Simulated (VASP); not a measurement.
A run of VASP 6.6.1 is set up as follows.

INCAR

```
PREC = Accurate
ENCUT = 520
EDIFF = 1E-8
ISMEAR = -1
SIGMA = 0.08
LREAL = False
LASPH = True
NELM = 60
ALGO = Normal
ISIF = 2
LWAVE = False
LCHARG = False
GGA = CA
LEFG = True
NBANDS = 10
```

File KPOINTS:

```
regular mesh
0
Gamma
  8 8 8
```

File POSCAR:

```
Cs
1.0
    0.0000000000      3.9483357400      3.9483357400
    3.9483357400      0.0000000000      3.9483357400
    3.9483357400      3.9483357400      0.0000000000
Cs
1
Direct
    0.0000000000      0.0000000000      0.0000000000
```

Potentials or basis: VASP PAW LDA potentials, release 64 (Cs_sv).

Command:

```console
$ cat potpaw_LDA.64/Cs_sv/POTCAR > POTCAR
$ mpirun -np 1 vasp_std > vasp.out
```

Q: Estimate the band gap on the k mesh.

A: Zero (an odd number of electrons rules out a gap without spin polarisation).

Q: Estimate the pressure.

A: -0.4 GPa.

Caveat: spin-orbit coupling is left out, which moves the levels of the heavy elements.
